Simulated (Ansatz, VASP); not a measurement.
## One calculation of HgPt3, two programs

Contents of INCAR:

```
SYSTEM = HgPt3
PREC = Accurate ; ENCUT = 520
EDIFF = 1E-6 ; ISMEAR = 0
SIGMA = 0.1 ; LREAL = .FALSE.
LASPH = .TRUE. ; NELM = 60
ALGO = Normal ; ISIF = 2
LWAVE = .FALSE. ; LCHARG = .FALSE.
NBANDS = 29
```

Contents of KPOINTS:

```
Automatic mesh
0
G
  5 5 8
  0 0 0
```

File POSCAR:

```
HgPt3
1.0
    2.8649732013     -3.9052488882      0.0000000000
    2.8649732013      3.9052488882      0.0000000000
    0.0000000000      0.0000000000      2.8564256026
Hg Pt
1 3
Direct
    0.0000000000      0.0000000000      0.0000000000
    0.5000000000      0.5000000000      0.0000000000
    0.0000000000      0.5000000000      0.5000000000
    0.5000000000      0.0000000000      0.5000000000
```

Input for Ansatz:

```yaml
crystal:
  lattice:
    - [2.8649732012703755, -3.90524888819453, 0.0]
    - [2.8649732012703755, 3.90524888819453, 0.0]
    - [0.0, 0.0, 2.8564256026275614]
  atoms:
    - { symbol: Hg, position: [0.0, 0.0, 0.0] }
    - { symbol: Pt, position: [0.5, 0.5, 0.0] }
    - { symbol: Pt, position: [0.0, 0.5, 0.5] }
    - { symbol: Pt, position: [0.5, 0.0, 0.5] }
basis:
  ecutwfc: 421.77648681281397
kpoints:
  mp_grid:
    grid: [5, 5, 8]
hamiltonian:
  xc: lda
scf:
  convergence:
    dr2_threshold: 1.0e-09
  occupations:
    method: gaussian
output:
  stress: true
```

Alike in both runs: task single point; functional LDA; k mesh 5 × 5 × 8; no spin polarisation.

|  | VASP | Ansatz |
| --- | --- | --- |
| version | VASP 6.6.1 | Ansatz 0.2.0 |
| potentials or method | VASP PAW LDA potentials, release 64 (Hg, Pt), cutoff 520 eV | plane waves, PAW |
| occupations | gaussian, width 0.1 eV | gaussian |
| valence electrons in the cell | 42 | 74 |

VASP gave:

```
pressure (GPa)                                                : -3.4
traceless stress, the component that is largest in VASP (GPa) : -1.05
```

Problem. Which values does Ansatz return?

Solution. Pressure (GPa): -5.1; traceless stress, the component that is largest in VASP (GPa): -1.02.

LDA's correlation is that of Perdew and Zunger in VASP and of Perdew and Wang (1992) in Ansatz. VASP's potentials hold 42 valence electrons a cell and Ansatz's 74, so a difference there can come from the potentials and not from the codes. Ansatz's warnings: stress scf threshold loose.

Spin-orbit coupling is off throughout.
